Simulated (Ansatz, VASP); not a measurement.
Zr: VASP beside Ansatz

```
Zr
1.0
     2.94188   -2.94298    0.00000
     2.94188    2.94298    0.00000
     0.00000    0.00000    7.52308
Zr
5
Direct
  0.50000 0.00000 0.29874
  0.00000 0.50000 0.70126
  0.00000 0.50000 0.29874
  0.50000 0.00000 0.70126
  0.00000 0.00000 0.00000
```

Alike in both runs: functional PBE; k mesh 8 × 8 × 6; occupations gaussian, width 0.1 eV; no spin polarisation.

Ansatz relaxed the structure, and its values are those at the end. VASP's run is a single point on that final structure, the one shown.

```csv
,VASP,Ansatz
version,VASP 6.6.1,Ansatz 0.2.0
potentials or method,"VASP PAW PBE potentials, release 64 (Zr_sv), cutoff 520 eV","scalar-relativistic, plane waves, PAW"
valence electrons in the cell,60,60
```

```csv
,VASP,Ansatz,Ansatz less VASP
gap on the k mesh at the Fermi level (eV),none,none,-
pressure (GPa),0.0,0.0,-0.02
```

A gap of «none» marks a metal or a gap that the smearing closes. The functional is the same, so the differences come from potentials, cutoffs and numerics.
